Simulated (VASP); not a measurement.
Input of a VASP 6.6.1 run:

INCAR

```
SYSTEM = SiC
ALGO = Normal
EDIFF = 1E-6
ENCUT = 520
GGA = RP
ISIF = 2
ISMEAR = -1
IVDW = 13
LASPH = .True.
LCHARG = .False.
LREAL = .False.
LWAVE = .False.
NBANDS = 16
NELM = 80
PREC = Accurate
SIGMA = 0.05
```

The input KPOINTS:

```
k-points
0
Gamma
  10 10 5
  0 0 0
```

The input POSCAR:

```
SiC
1.0
    3.0132068704      0.0000000000      0.0000000000
   -1.5066034352      2.6095136966      0.0000000000
    0.0000000000      0.0000000000      4.9449506768
Si C
2 2
Direct
    0.6666666667      0.3333333333      0.5000000000
    0.3333333333      0.6666666667      0.0000000000
    0.6666666667      0.3333333333      0.8850000000
    0.3333333333      0.6666666667      0.3850000000
```

Potentials or basis: VASP PAW PBE potentials, release 64 (Si, C).

The run is started by

```bash
$ cat potpaw_PBE.64/Si/POTCAR potpaw_PBE.64/C/POTCAR > POTCAR
$ mpirun -np 1 vasp_std > vasp.out
```

Q: Predict the pressure.

A: 11.2 GPa.

Q: Estimate the largest force.

A: 0.858 eV/Å.

Q: What does it give for the band gap on the k mesh?

A: 2.41 eV, indirect (least direct gap 4.23 eV).

Stress tensor (GPa, compression positive):
```
13.65  0.00  0.00
 0.00 13.65  0.00
 0.00  0.00  6.31
```

Caveat: the PAW data sets were made with another functional, which shifts forces and pressure a little. A k mesh can miss the band edges.
